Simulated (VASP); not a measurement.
NaLa: single point with PBE

NaLa:

```
La Na
1.0
     3.57019    0.00000    0.00000
    -1.78509    3.09187    0.00000
     0.00000    0.00000    6.48378
La Na
1 1
Direct
  0.33333 0.66667 0.50000
  0.00000 0.00000 0.00000
```

- Program: VASP 6.6.1
- Task: single point
- Functional: PBE
- Potentials or basis: VASP PAW PBE potentials, release 64 (La, Na_pv)
- Cutoff: 520 eV
- k mesh: 7 × 7 × 4
- Occupations: fermi-dirac, width 0.05 eV
- Spin: no spin polarisation

```yaml
Pressure: 0.1 GPa
Band_gap_on_the_k_mesh: zero (band 9 reaches 4.75 eV, above the bottom of band 10 at 4.04 eV)
```

Stress tensor (GPa, compression positive):
```
0.07 0.00 0.00
0.00 0.07 0.00
0.00 0.00 0.31
```

Levels at points of the mesh, in eV from the Fermi level:
```
           k point  band 5  band 6  band 7  band 8  band 9  band 10  band 11  band 12  band 13  band 14
(0.00, 0.00, 0.00)  -16.87  -15.95  -15.95   -3.29   -1.23     0.77     1.13     1.72     1.72     1.77
(0.00, 0.00, 0.50)  -16.88  -15.95  -15.95   -2.31   -2.07    -0.03     1.13     1.41     1.72     1.72
```

Wall time 44 s on 1 thread of Intel(R) Xeon(R) 6975P-C (Granite Rapids), with other jobs on the host, peak memory 0.21 GiB.

Caveat: spin-orbit coupling is left out, which moves the levels of the heavy elements.
